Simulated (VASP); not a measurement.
**CdS: relaxation of shape and atoms at fixed volume with PBE**

The system is CdS.

```
CELL_PARAMETERS angstrom
4.23852 0.00000 0.00000
-2.11926 3.67066 0.00000
0.00000 0.00000 6.89552
ATOMIC_POSITIONS crystal
Cd 0.33333 0.66667 0.99920
Cd 0.66667 0.33333 0.49920
S 0.33333 0.66667 0.37580
S 0.66667 0.33333 0.87580
```

| Property | Result |
| --- | --- |
| Program | VASP 6.6.1 |
| Task | relaxation of shape and atoms at fixed volume |
| Functional | PBE |
| Potentials or basis | VASP PAW PBE potentials, release 64 (Cd, S) |
| Cutoff | 600 eV |
| k mesh | 6 × 6 × 4 |
| Occupations | gaussian, width 0.02 eV |
| Spin | no spin polarisation |
| Dipole correction | no |
| Further INCAR settings | ALGO = Normal; EDIFF = 1e-06; IBRION = 2; EDIFFG = -0.01; NSW = 50; ISIF = 4 |

The pressure after relaxing is -1.3 GPa and the band gap on the k mesh is 1.04 eV.

Final structure:
```yaml
crystal:
  lattice:
    - [4.23852, 0.00000, 0.00000]
    - [-2.11926, 3.67066, 0.00000]
    - [0.00000, 0.00000, 6.89552]
  atoms:
    - { symbol: Cd, position: [0.33333, 0.66667, 0.99920] }
    - { symbol: Cd, position: [0.66667, 0.33333, 0.49920] }
    - { symbol: S, position: [0.33333, 0.66667, 0.37580] }
    - { symbol: S, position: [0.66667, 0.33333, 0.87580] }
```

Levels at points of the mesh, in eV from the valence-band top:
```csv
k point,band 15,band 16,band 17,band 18,band 19,band 20,band 21,band 22
"(0.00, 0.00, 0.00)",-0.66,-0.03,0.00,0.00,1.04,2.69,6.48,6.48
"(0.50, 0.00, 0.00)",-2.33,-1.63,-1.12,-0.65,3.55,3.86,5.13,6.15
"(0.00, 0.00, 0.50)",-0.34,-0.34,-0.34,-0.34,2.69,2.69,6.10,6.10
"(0.50, 0.00, 0.50)",-1.17,-1.17,-1.16,-1.16,3.42,3.42,5.33,5.33
```

It took 27 s on 1 thread of Intel(R) Xeon(R) 6975P-C (Granite Rapids), on a shared host, peak memory 0.27 GiB.

Caveat: the relaxation stopped at its first step, so nothing moved.
